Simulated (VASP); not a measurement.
Input of a VASP 6.6.1 run:

Contents of POSCAR:

```
Si2W
1.0
   -1.6031587254      1.6031587254      3.8978445017
    1.6031587254     -1.6031587254      3.8978445017
    1.6031587254      1.6031587254     -3.8978445017
Si W
2 1
Direct
    0.3347403716      0.3347403716      0.0000000000
    0.6652596284      0.6652596284      0.0000000000
    0.0000000000      0.0000000000      0.0000000000
```

INCAR.step1

```
SYSTEM = Si2W
PREC = Accurate
ENCUT = 520
ISMEAR = 0
SIGMA = 0.1
LREAL = .FALSE.
LASPH = .TRUE.
NELM = 80
NBANDS = 18
GGA = PE
ALGO = Normal
EDIFF = 1E-4
LWAVE = .TRUE.
LCHARG = .FALSE.
```

File INCAR.step2:

```
SYSTEM = Si2W
PREC = Accurate
ENCUT = 520
EDIFF = 1E-6
ISMEAR = 0
SIGMA = 0.1
LREAL = .FALSE.
LASPH = .TRUE.
NELM = 80
ALGO = Normal
ISIF = 2
LWAVE = .FALSE.
LCHARG = .FALSE.
METAGGA = R2SCAN
LMIXTAU = .TRUE.
NBANDS = 18
ISTART = 1
```

The input KPOINTS:

```
Automatic mesh
0
G
  18 18 18
  0 0 0
```

Potentials or basis: VASP PAW PBE potentials, release 64 (Si, W_sv).

Launch:

```bash
$ cat potpaw_PBE.64/Si/POTCAR potpaw_PBE.64/W_sv/POTCAR > POTCAR
$ cp INCAR.step1 INCAR
$ mpirun -np 1 vasp_std > vasp.out
$ cp INCAR.step2 INCAR
$ mpirun -np 1 vasp_std > vasp.out
```

Problem. Estimate the band gap on the k mesh.

Solution. Zero (bands 11 and 12 overlap by 1.31 eV).

Problem. Estimate the pressure.

Solution. 1.3 GPa.

Problem. Estimate the largest force.

Solution. 0.007 eV/Å.

Stress tensor (GPa, compression positive):
```
1.37 0.00 0.00
0.00 1.37 0.00
0.00 0.00 1.06
```

Caveat: the PAW data sets were made with another functional, which shifts forces and pressure a little; spin-orbit coupling is left out, which moves the levels of the heavy elements.
